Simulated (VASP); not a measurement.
Runs of VASP 6.6.1 on Zr. The structure is that of space group Im-3m (No. 229), or close to it. The cells are those of the table. 

| cell | k mesh | gap on the mesh (eV) | pressure (GPa) |
| --- | --- | --- | --- |
| a = 3.200 Å, angles 109.5°, 1 atom | 14 × 14 × 14 | none | (b) |
| a = 3.160 Å, angles 109.5°, 1 atom | 14 × 14 × 14 | none | -3.1 |
| a = 3.239 Å, angles 109.5°, 1 atom | 14 × 14 × 14 | none | -7.9 |
| a = 2.989 Å, angles 109.5°, 1 atom | 14 × 14 × 14 | none | (a) |
| a = 3.033 Å, angles 109.5°, 1 atom | 14 × 14 × 14 | none | 7.9 |
| a = 3.119 Å, angles 109.5°, 1 atom | 20 × 20 × 20 | none | 0.0 |
| a = 3.119 Å, angles 109.5°, 1 atom | 14 × 14 × 14 | none | (c) |
| a = 3.077 Å, angles 109.5°, 1 atom | 14 × 14 × 14 | none | 3.6 |

Alike in all rows: task single point; level revPBE; potentials or basis VASP PAW PBE potentials, release 64 (Zr_sv); no spin polarisation; cutoff (eV) 520; smearing fermi-dirac 0.1 eV.

Task: Estimate the missing entries.

Result: (a) 13.0; (b) -5.7; (c) -0.1.

Caveats: the PAW data sets were made with another functional, which shifts forces and pressure a little.

A k mesh can miss the band edges, and the runs leave out spin-orbit coupling on Zr.

A gap of «none» marks levels without a gap at the run's occupations.
